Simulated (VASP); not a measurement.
Wanted: the native input for a VASP 6.6.1 run.

- Task: single point
- Functional: PBE
- Potentials or basis: VASP PAW PBE potentials, release 64 (Gd, O)
- Cutoff: 520 eV
- k mesh: 8 × 8 × 8
- Occupations: gaussian, width 0.05 eV
- Spin: collinear spin, ferromagnetic start
- Starting moments: [7.73, 0.02] μB
- Hubbard terms: Gd f U = 6.0 eV
- Dipole correction: no
- Further INCAR settings: ALGO = Normal; EDIFF = 1e-07; NBANDS = 23

The structure of GdO lies in POSCAR:

```
GdO
1.0
    0.0000000000      2.7161443472      2.7161443472
    2.7161443472      0.0000000000      2.7161443472
    2.7161443472      2.7161443472      0.0000000000
Gd O
1 1
Direct
    0.0000000000      0.0000000000      0.0000000000
    0.2500000000      0.2500000000      0.2500000000
```

The input as run:

INCAR

```
PREC     = Accurate       # precision mode
ENCUT    = 520            # plane-wave cutoff, eV
EDIFF    = 1E-7           # SCF threshold, eV
ISMEAR   = 0              # smearing method
SIGMA    = 0.05           # smearing width, eV
LREAL    = False          # projectors in reciprocal space
LASPH    = True           # aspherical terms in the spheres
NELM     = 150            # most SCF steps
ALGO     = Normal         # electronic algorithm
ISIF     = 2              # what is computed and relaxed
LWAVE    = False          # write WAVECAR
LCHARG   = False          # write CHGCAR
ISPIN    = 2              # spin polarisation
MAGMOM   = 7.73 0.02      # initial moments
LORBIT   = 11             # projections on sites
LMAXMIX  = 6              # l up to which the mixer works
LDAU     = True           # DFT+U
LDAUTYPE = 2            
LDAUL    = 3 -1           # shell
LDAUU    = 6 0            # U, eV
LDAUJ    = 0 0          
LDAUPRINT= 1            
GGA      = PE             # functional
NBANDS   = 23             # bands
```

KPOINTS

```
Automatic mesh
0
Gamma
  8 8 8
```

Potentials or basis: VASP PAW PBE potentials, release 64 (Gd, O).

Command:

```console
$ cat potpaw_PBE.64/Gd/POTCAR potpaw_PBE.64/O/POTCAR > POTCAR
$ mpirun -np 1 vasp_std > vasp.out
```

Results of the run:

```json
{
  "Pressure": "-1.9 GPa",
  "Net moment": "7.94 μB per cell",
  "Site moments": "Gd +7.07; O +0.01 μB",
  "Valence electrons inside the program's atomic spheres": "Gd 15.15; O 5.00"
}
```

Caveat: a cell with one magnetic atom can't hold antiferromagnetic order, which such compounds often take.

It took 2.7 min on 1 thread of Intel Xeon 8259CL, with other jobs on the host, peak memory 0.22 GiB.
